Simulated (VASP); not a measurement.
# AlN (Pm-3m) in VASP: further runs

The runs below take AlN through single point, with PBEsol.

Program: VASP 6.6.1. These are calculated values, not measurements. Logs are shortened: lines on timing, memory, paths and dates and some standing lists are left out, and cuts for length are marked.

### 1 The cell of the first run

It takes space group Pm-3m (No. 221, cubic). The conventional cell has a = 2.585 Å, b = 2.585 Å, c = 2.585 Å, α = 90.00°, β = 90.00°, γ = 90.00°. Within 3.0 Å of Al (site symmetry m-3m) lie 8 N at 2.24 Å and 6 Al at 2.59 Å. N (site symmetry m-3m) has 8 Al at 2.24 Å and 6 N at 2.59 Å within 3.0 Å.

### 2 Single point, PBEsol

INCAR reads:

```
SYSTEM = AlN
PREC = Accurate
ENCUT = 520
EDIFF = 1E-7
ISMEAR = -1
SIGMA = 0.02
LREAL = .False.
LASPH = .True.
NELM = 100
ALGO = Normal
ISIF = 2
LWAVE = .False.
LCHARG = .False.
GGA = PS
NBANDS = 11
```

KPOINTS reads:

```
regular mesh
0
Gamma
  4 4 4
  0 0 0
```

POSCAR reads:

```
AlN
1.0
    2.5854596279      0.0000000000      0.0000000000
    0.0000000000      2.5854596279      0.0000000000
    0.0000000000      0.0000000000      2.5854596279
Al N
1 1
Direct
    0.0000000000      0.0000000000      0.0000000000
    0.5000000000      0.5000000000      0.5000000000
```

Potentials or basis: VASP PAW PBE potentials, release 64 (Al, N).

Started as:

```console
> cat potpaw_PBE.64/Al/POTCAR potpaw_PBE.64/N/POTCAR > POTCAR
> mpirun -np 1 vasp_std > vasp.out
```

OUTCAR:

```text
SYSTEM = AlN
   PREC = Accurate
   ENCUT = 520
   EDIFF = 1E-7
   ISMEAR = -1
   LREAL = .False.
   LASPH = .True.
   NELM = 100
   ISIF = 2
   GGA = PS

 ion  position               nearest neighbor table
   1  0.000  0.000  0.000-   2 2.24   2 2.24   2 2.24   2 2.24   2 2.24   2 2.24   2 2.24   2 2.24

   2  0.500  0.500  0.500-   1 2.24   1 2.24   1 2.24   1 2.24   1 2.24   1 2.24   1 2.24   1 2.24

  LATTYP: Found a simple cubic cell.
 ALAT       =     2.5854596279

  Lattice vectors:

 A1 = (   2.5854596279,   0.0000000000,   0.0000000000)
 A2 = (   0.0000000000,   2.5854596279,   0.0000000000)
 A3 = (   0.0000000000,   0.0000000000,   2.5854596279)

Analysis of symmetry for initial positions (statically):
=====================================================================
 Subroutine PRICEL returns:
 Original cell was already a primitive cell.

 Routine SETGRP: Setting up the symmetry group for a
 simple cubic supercell.

 Subroutine GETGRP returns: Found 48 space group operations
 (whereof 48 operations were pure point group operations)
 out of a pool of 48 trial point group operations.

The static configuration has the point symmetry O_h .

Analysis of symmetry for dynamics (positions and initial velocities):
=====================================================================
 Subroutine PRICEL returns:
 Original cell was already a primitive cell.

 Routine SETGRP: Setting up the symmetry group for a
 simple cubic supercell.

 Subroutine GETGRP returns: Found 48 space group operations
 (whereof 48 operations were pure point group operations)
 out of a pool of 48 trial point group operations.

The dynamic configuration has the point symmetry O_h .

 Subroutine INISYM returns: Found 48 space group operations
 (whereof 48 operations are pure point group operations),
 and found     1 'primitive' translations

----------------------------------------------------------------------------------------

                                     Primitive cell

  volume of cell :      17.2828

  direct lattice vectors                    reciprocal lattice vectors
     2.585459628  0.000000000  0.000000000     0.386778424  0.000000000  0.000000000
     0.000000000  2.585459628  0.000000000     0.000000000  0.386778424  0.000000000
     0.000000000  0.000000000  2.585459628     0.000000000  0.000000000  0.386778424

  length of vectors
     2.585459628  2.585459628  2.585459628     0.386778424  0.386778424  0.386778424

  position of ions in fractional coordinates (direct lattice)
     0.000000000  0.000000000  0.000000000
     0.500000000  0.500000000  0.500000000

  ion indices of the primitive-cell ions
   primitive index   ion index
                 1           1
                 2           2

----------------------------------------------------------------------------------------

 KPOINTS: regular mesh

Automatic generation of k-mesh.
 Grid dimensions read from file:
 generate k-points for:    4    4    4

 Generating k-lattice:

  Cartesian coordinates                     Fractional coordinates (reciprocal lattice)
     0.096694606  0.000000000  0.000000000     0.250000000  0.000000000  0.000000000
     0.000000000  0.096694606  0.000000000     0.000000000  0.250000000  0.000000000
     0.000000000  0.000000000  0.096694606     0.000000000  0.000000000  0.250000000

  Length of vectors
     0.096694606  0.096694606  0.096694606

  Shift w.r.t. Gamma in fractional coordinates (k-lattice)
     0.000000000  0.000000000  0.000000000

 Subroutine IBZKPT returns following result:
 ===========================================

 Found     10 irreducible k-points:

 Following reciprocal coordinates:
            Coordinates               Weight
  0.000000  0.000000  0.000000      1.000000
  0.250000  0.000000  0.000000      6.000000
  0.500000  0.000000  0.000000      3.000000
  0.250000  0.250000  0.000000     12.000000
  0.500000  0.250000  0.000000     12.000000
  0.500000  0.500000  0.000000      3.000000
  0.250000  0.250000  0.250000      8.000000
  0.500000  0.250000  0.250000     12.000000
  0.500000  0.500000  0.250000      6.000000
  0.500000  0.500000  0.500000      1.000000
   k-points           NKPTS =     10   k-points in BZ     NKDIM =     10   number of bands    NBANDS=     11
   number of dos      NEDOS =    301   number of ions     NIONS =      2
   total plane-waves  NPLWV =   8000
   dimension x,y,z NGX =    20 NGY =   20 NGZ =   20
   dimension x,y,z NGXF=    40 NGYF=   40 NGZF=   40
   ions per type =               1   1
   NGX,Y,Z   is equivalent  to a cutoff of  12.86, 12.86, 12.86 a.u.
   NGXF,Y,Z  is equivalent  to a cutoff of  25.72, 25.72, 25.72 a.u.
 SYSTEM =  AlN
   PREC   = accura    normal or accurate (medium, high low for compatibility)
   ISTART =      0    job   : 0-new  1-cont  2-samecut
   ICHARG =      2    charge: 1-file 2-atom 10-const
   ISPIN  =      1    spin polarized calculation?
   LNONCOLLINEAR =      F non collinear calculations
   LSORBIT =      F    spin-orbit coupling
   LASPH  =      T    aspherical Exc in radial PAW
   ENCUT  =  520.0 eV  38.22 Ry    6.18 a.u.   4.81  4.81  4.81*2*pi/ulx,y,z
   NELM   =    100;   NELMIN=  2; NELMDL= -5     # of ELM steps
   EDIFF  = 0.1E-06   stopping-criterion for ELM
   LREAL  =      F    real-space projection
   EDIFFG = 0.1E-05   stopping-criterion for IOM
   NSW    =      0    number of steps for IOM
   IBRION =     -1    ionic relax: 0-MD 1-quasi-New 2-CG
   NFREE  =      0    steps in history (QN), initial steepest desc. (CG)
   ISIF   =      2    stress and relaxation
   ISYM   =      2    0-nonsym 1-usesym 2-fastsym
   POTIM  = 0.5000    time-step for ionic-motion
   TEBEG  =    0.0;   TEEND  =   0.0 temperature during run
   PSTRESS=    0.0 pullay stress
   NELECT =       8.0000    total number of electrons
   NUPDOWN=      -1.0000    fix difference up-down
   EMIN   =  10.00;   EMAX   =-10.00  energy-range for DOS
   EFERMI =   0.00;   METHOD = LEGACY
   ISMEAR =    -1;   SIGMA  =   0.02  broadening in eV -4-tet -1-fermi 0-gaus
   EFERMI_NEDOS =   21; number of points for ismear=-14 and -15
   IALGO  =     38    algorithm
   IMIX   =      4    mixing-type and parameters
     AMIX     =   0.40;   BMIX     =  1.00
     AMIX_MAG =   1.60;   BMIX_MAG =  1.00
  volume/ion in A,a.u.               =       8.64        58.31
  Fermi-wavevector in a.u.,A,eV,Ry     =   1.266389  2.393128 21.820216  1.603741
  Thomas-Fermi vector in A             =   2.399592
   LORBIT       =      0    0 simple, 1 ext, 2 COOP (PROOUT), +10 PAW based schemes
   GGA     = PS    functional components
   LHFCALC =     F    Hartree Fock is set to
   AEXX    =    0.0000 exact exchange contribution
   IVDW    =     0    specifies the selected vdW correction
   LEPSILON=     F    determine dielectric tensor
   LRPA    =     F    only Hartree local field effects (RPA)
 non-spin polarized calculation
  energy-cutoff  :      520.00
  volume of cell :       17.28
 maximum number of plane-waves:       480
 NGX is ok and might be reduce to    20
   NGX =  9   NGY =  9   NGZ =  9

 number of electron       7.9999999 magnetization

 Free energy of the ion-electron system (eV)
  ---------------------------------------------------
  ext. energy  EPLUGINS =         0.00000000
  ---------------------------------------------------
  free energy    TOTEN  =       -12.28624034 eV

  energy without entropy =      -12.28043792  energy(sigma->0) =      -12.28333913

 E-fermi :  10.8125     XC(G=0): -12.3832

 val. band max:       10.8109295382   @ k =   0.5000   0.2500   0.0000
 cond. band min:      11.3688159668   @ k =   0.5000   0.5000   0.0000
 fundamental gap:      0.5578864285
 Fermi energy:        10.8124620829

 k-point     1 :       0.0000    0.0000    0.0000
  band No.  band energies     occupation
      1      -7.5962      2.00000
      2       9.2901      2.00000
      3       9.2901      2.00000
      4       9.2901      2.00000
      5      12.1286      0.00000
      6      17.2608      0.00000
      7      17.2608      0.00000
      8      27.0428      0.00000
      9      27.0428      0.00000
     10      27.0428      0.00000
     11      34.2330      0.00000

 k-point     2 :       0.2500    0.0000    0.0000
  band No.  band energies     occupation
      1      -6.5789      2.00000
      2       4.3041      2.00000
      3       9.7676      2.00000
      4       9.7676      2.00000
      5      14.1379      0.00000
      6      18.5397      0.00000
      7      19.5043      0.00000
      8      25.1079      0.00000
      9      25.1079      0.00000
     10      28.6076      0.00000
     11      30.4604      0.00000

 k-point     3 :       0.5000    0.0000    0.0000
  band No.  band energies     occupation
      1      -4.9084      2.00000
      2       0.6134      2.00000
      3      10.3274      2.00000
      4      10.3274      2.00000
      5      15.8358      0.00000
      6      18.5703      0.00000
      7      21.0617      0.00000
      8      23.1562      0.00000
      9      23.1562      0.00000
     10      25.1834      0.00000
     11      31.9689      0.00000
[... 71 lines left out ...]
 k-point     9 :       0.5000    0.5000    0.2500
  band No.  band energies     occupation
      1      -2.0441      2.00000
      2       4.4103      2.00000
      3       4.4103      2.00000
      4       8.4098      2.00000
      5      10.7480      1.92341
      6      16.0107      0.00000
      7      16.0107      0.00000
      8      22.7974      0.00000
      9      26.7253      0.00000
     10      28.7990      0.00000
     11      28.7990      0.00000

 k-point    10 :       0.5000    0.5000    0.5000
  band No.  band energies     occupation
      1      -0.9562      2.00000
      2       5.8023      2.00000
      3       5.8023      2.00000
      4       5.8023      2.00000
      5      12.5299      0.00000
      6      12.5299      0.00000
      7      12.5299      0.00000
      8      19.0119      0.00000
      9      29.6851      0.00000
     10      29.6851      0.00000
     11      29.6851      0.00000

------------------------ aborting loop because EDIFF is reached ----------------------------------------

  FORCE on cell =-STRESS in cart. coord.  units (eV):
  Direction    XX          YY          ZZ          XY          YZ          ZX
  --------------------------------------------------------------------------------------
  -------------------------------------------------------------------------------------
  Total        0.3026614      0.3026614      0.3026614      0.0000000      0.0000000      0.0000000
  in kB       28.0578480     28.0578480     28.0578480      0.0000000      0.0000000      0.0000000
  external PRESSURE =      28.0578480 kB  Pullay stress =       0.0000000 kB

 VOLUME and BASIS-vectors are now :
 -----------------------------------------------------------------------------
  energy-cutoff  :      520.00
  volume of cell :       17.28
      direct lattice vectors                 reciprocal lattice vectors
     2.585459628  0.000000000  0.000000000     0.386778424  0.000000000  0.000000000
     0.000000000  2.585459628  0.000000000     0.000000000  0.386778424  0.000000000
     0.000000000  0.000000000  2.585459628     0.000000000  0.000000000  0.386778424

 POSITION                                       TOTAL-FORCE (eV/Angst)
 -----------------------------------------------------------------------------------
      0.00000      0.00000      0.00000         0.000000      0.000000      0.000000
      1.29273      1.29273      1.29273         0.000000      0.000000      0.000000
 -----------------------------------------------------------------------------------
    total drift:                                0.000000      0.000000      0.000000

  FREE ENERGIE OF THE ION-ELECTRON SYSTEM (eV)
  ---------------------------------------------------
  free  energy   TOTEN  =       -12.2862403449 eV

  energy  without entropy=      -12.2804379162  energy(sigma->0) =      -12.28333913
```

It took 2.4 s on 1 thread of AMD EPYC 9R45 (Zen 5), shared host; peak memory 0.09 GiB.

Results:

| Item | Value |
| --- | --- |
| Free energy | -12.2862 eV |
| Pressure | 2.8 GPa |
| Band gap on the k mesh | zero (band 4 reaches 10.81 eV, above the bottom of band 5 at 10.75 eV) |

Caveat: the k points lie up to 0.61 Å⁻¹ apart; the PAW data sets were made with another functional, which shifts forces and pressure a little.

### 3 Single point, PBEsol

INCAR reads:

```
PREC     = Accurate       # precision mode
ENCUT    = 520            # plane-wave cutoff, eV
EDIFF    = 1E-7           # SCF threshold, eV
ISMEAR   = -1             # smearing method
SIGMA    = 0.02           # smearing width, eV
LREAL    = False          # projectors in reciprocal space
LASPH    = True           # aspherical terms in the spheres
NELM     = 80             # most SCF steps
ALGO     = Normal         # electronic algorithm
ISIF     = 2              # what is computed and relaxed
LWAVE    = False          # write WAVECAR
LCHARG   = True           # write CHGCAR
GGA      = PS             # functional
LELF     = True           # ELF
LVHAR    = True         
NBANDS   = 11             # bands
```

KPOINTS reads:

```
regular mesh
0
Gamma
  6 6 6
```

POSCAR is that of step 2.

Potentials or basis: VASP PAW PBE potentials, release 64 (Al, N).

Started as:

```console
> cat potpaw_PBE.64/Al/POTCAR potpaw_PBE.64/N/POTCAR > POTCAR
> mpirun -np 1 vasp_std > vasp.out
```

Wall time 3 s (1 thread of AMD EPYC 9R45 (Zen 5), shared host); peak memory 0.09 GiB.

Results (log left out):

```yaml
Free_energy: -12.3329 eV
Pressure: 1.0 GPa
Band_gap_on_the_k_mesh: zero (band 4 reaches 11.40 eV, above the bottom of band 5 at 10.07 eV)
```

Levels at points of the mesh, in eV from the Fermi level:
| k point | band 2 | band 3 | band 4 | band 5 | band 6 | band 7 |
| --- | --- | --- | --- | --- | --- | --- |
| (0.00, 0.00, 0.00) | -1.85 | -1.85 | -1.85 | 0.84 | 5.85 | 5.85 |
| (0.50, 0.00, 0.00) | -10.71 | -0.77 | -0.77 | 4.51 | 7.36 | 9.60 |
| (0.50, 0.50, 0.00) | -7.76 | -7.76 | -1.85 | 0.31 | 9.44 | 9.44 |
| (0.50, 0.50, 0.50) | -5.38 | -5.38 | -5.38 | 1.08 | 1.08 | 1.08 |

Caveat: the k points lie up to 0.41 Å⁻¹ apart; the PAW data sets were made with another functional, which shifts forces and pressure a little.
